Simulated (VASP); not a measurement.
Wanted: the native input for a VASP 6.6.1 run.

```yaml
Task: single point
Functional: PBEsol
Potentials_or_basis: VASP PAW PBE potentials, release 64 (Hf_pv, Mo_sv)
Cutoff: 500 eV
k_mesh: 8 × 8 × 5
Occupations: gaussian, width 0.05 eV
Spin: no spin polarisation
Dipole_correction: no
Further_INCAR_settings: ALGO = Normal; EDIFF = 1e-06; NBANDS = 19
```

The structure of HfMo lies in POSCAR:

```
HfMo
1.0
    1.6712035000     -2.4724670000      0.0000000000
    1.6712035000      2.4724670000      0.0000000000
    0.0000000000      0.0000000000      4.4470110000
Hf Mo
1 1
Direct
    0.0000000000      0.0000000000      0.0000000000
    0.5000000000      0.5000000000      0.5000000000
```

The input as run:

INCAR

```
SYSTEM = HfMo
ALGO = Normal
EDIFF = 1E-6
ENCUT = 500
GGA = PS
GGA_COMPAT = .False.
ISIF = 2
ISMEAR = 0
LASPH = .True.
LCHARG = .False.
LREAL = .False.
LWAVE = .False.
NBANDS = 19
NELM = 120
PREC = Accurate
SIGMA = 0.05
```

KPOINTS

```
k-points
0
Gamma
  8 8 5
  0 0 0
```

Potentials or basis: VASP PAW PBE potentials, release 64 (Hf_pv, Mo_sv).

Command:

```bash
$ cat potpaw_PBE.64/Hf_pv/POTCAR potpaw_PBE.64/Mo_sv/POTCAR > POTCAR
$ mpirun -np 1 vasp_std > vasp.out
```

Results of the run:

The pressure is -6.6 GPa. The band gap on the k mesh is zero (bands 12 and 13 overlap by 2.12 eV).

Caveat: the cell stands under tension; the PAW data sets were made with another functional, which shifts forces and pressure a little; spin-orbit coupling is left out, which moves the levels of the heavy elements.

It took 33 s on 1 thread of Oxide Virtual Turin-like Processor, on a shared host, peak memory 0.14 GiB.
